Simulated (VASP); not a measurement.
Set up this calculation in VASP 6.6.1, as the native input.

```yaml
Task: single point
Functional: HSE06
Potentials_or_basis: VASP PAW PBE potentials, release 64 (Te, Cd)
Cutoff: 520 eV
k_mesh: 4 × 4 × 4
Occupations: fermi-dirac, width 0.05 eV
Spin: no spin polarisation
Dipole_correction: no
Grid_for_exact_exchange_PRECFOCK: Normal
Further_INCAR_settings: ALGO = Normal; EDIFF = 1e-06; NBANDS = 16
Share_of_exact_exchange: 0.25
Screening_parameter: 0.2079 1/Å
```

CdTe:

```
CELL_PARAMETERS angstrom
0.00000 3.26786 3.26786
3.26786 0.00000 3.26786
3.26786 3.26786 0.00000
ATOMIC_POSITIONS crystal
Te 0.75000 0.75000 0.75000
Cd 0.00000 0.00000 0.00000
```

One way to write it, as run:

POSCAR

```
CdTe
1.0
    0.0000000000      3.2678590959      3.2678590959
    3.2678590959      0.0000000000      3.2678590959
    3.2678590959      3.2678590959      0.0000000000
Te Cd
1 1
Direct
    0.7500000000      0.7500000000      0.7500000000
    0.0000000000      0.0000000000      0.0000000000
```

INCAR.step1

```
SYSTEM = CdTe
PREC = Accurate
ENCUT = 520
EDIFF = 1E-5
ISMEAR = -1
SIGMA = 0.05
LREAL = .FALSE.
LASPH = .TRUE.
NELM = 60
ALGO = Normal
ISIF = 2
LWAVE = .TRUE.
LCHARG = .FALSE.
NBANDS = 16
GGA = PE
```

INCAR.step2

```
SYSTEM = CdTe
PREC = Accurate
ENCUT = 520
EDIFF = 1E-6
ISMEAR = -1
SIGMA = 0.05
LREAL = .FALSE.
LASPH = .TRUE.
NELM = 60
ALGO = Normal
ISIF = 2
LWAVE = .FALSE.
LCHARG = .FALSE.
GGA = PE
LHFCALC = .TRUE.
HFSCREEN = 0.2079
PRECFOCK = Normal
NBANDS = 16
ISTART = 1
```

KPOINTS

```
Automatic mesh
0
G
  4 4 4
  0 0 0
```

Potentials or basis: VASP PAW PBE potentials, release 64 (Te, Cd).

Run with:

```sh
$ cat potpaw_PBE.64/Te/POTCAR potpaw_PBE.64/Cd/POTCAR > POTCAR
$ cp INCAR.step1 INCAR
$ mpirun -np 1 vasp_std > vasp.out
$ cp INCAR.step2 INCAR
$ mpirun -np 1 vasp_std > vasp.out
```

It gave:

```json
{
  "Pressure": "0.7 GPa",
  "Band gap on the k mesh": "1.48 eV"
}
```

Caveat: the PAW data sets were made with another functional, which shifts forces and pressure a little; spin-orbit coupling is left out, which moves the levels of the heavy elements.

Run time: 7.6 min on 1 thread of Intel(R) Xeon(R) 6975P-C (Granite Rapids) (shared host), peak memory 0.32 GiB.
